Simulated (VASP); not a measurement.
Set up this calculation in VASP 6.6.1, as the native input.

| Property | Result |
| --- | --- |
| Task | relaxation of cell and atoms |
| Functional | PBE |
| Potentials or basis | VASP PAW PBE potentials, release 64 (Be, Cd, Te) |
| Cutoff | 600 eV |
| k mesh | 6 × 6 × 6 |
| Occupations | gaussian, width 0.1 eV |
| Spin | no spin polarisation |
| Dipole correction | no |
| Further INCAR settings | ALGO = Normal; EDIFF = 1e-07; IBRION = 2; EDIFFG = -0.04; NSW = 90; ISIF = 3 |

The structure of Be3Cd2Te lies in POSCAR:

```
Be3Cd2Te
1.0
   -2.6350308652      2.6350308652      4.4715822321
    2.6350308652     -2.6350308652      4.4715822321
    2.6350308652      2.6350308652     -4.4715822321
Be Cd Te
3 2 1
Direct
    0.7631625318      0.7631625318      0.0000000000
    0.2368374682      0.2368374682      0.0000000000
    0.0000000000      0.0000000000      0.0000000000
    0.7500000000      0.2500000000      0.5000000000
    0.2500000000      0.7500000000      0.5000000000
    0.5000000000      0.5000000000      0.0000000000
```

The cell was built from a structure type or drawn by symmetry, and may not be a known phase.

These files were run (other wordings do the same):

INCAR

```
SYSTEM = Be3Cd2Te
  PREC = Accurate
  ENCUT = 600
  EDIFF = 1E-7
  ISMEAR = 0
  SIGMA = 0.1
  LREAL = .FALSE.
  LASPH = .TRUE.
  NELM = 120
  ALGO = Normal
  ISIF = 3
  LWAVE = .FALSE.
  LCHARG = .FALSE.
  GGA = PE
  IBRION = 2
  NSW = 90
  EDIFFG = -0.04
  GGA_COMPAT = .FALSE.
  NELMIN = 4
```

KPOINTS

```
Automatic mesh
0
G
  6 6 6
  0 0 0
```

Potentials or basis: VASP PAW PBE potentials, release 64 (Be, Cd, Te).

Run with:

```console
$ cat potpaw_PBE.64/Be/POTCAR potpaw_PBE.64/Cd/POTCAR potpaw_PBE.64/Te/POTCAR > POTCAR
$ mpirun -np 1 vasp_std > vasp.out
```

Results of the run:

```json
{
  "Relaxed volume": "20.65 Å³/atom",
  "Relaxed cell": "a = 5.813 Å, b = 5.813 Å, c = 5.813 Å, α = 126.10°, β = 126.10°, γ = 79.73°",
  "Space group after relaxing (to 0.1 Å)": "I4/mmm (No. 139)",
  "Energy gained by relaxing": "0.1 meV/atom",
  "Ionic steps": "2",
  "Pressure after relaxing": "0.0 GPa",
  "Largest force after relaxing": "0.030 eV/Å",
  "Band gap on the k mesh": "zero (bands 18 and 19 overlap by 1.92 eV)"
}
```

Caveat: spin-orbit coupling is left out, which moves the levels of the heavy elements.

Run time: 6.2 min on 1 thread of Intel Xeon 8259CL (shared host), peak memory 0.4 GiB.
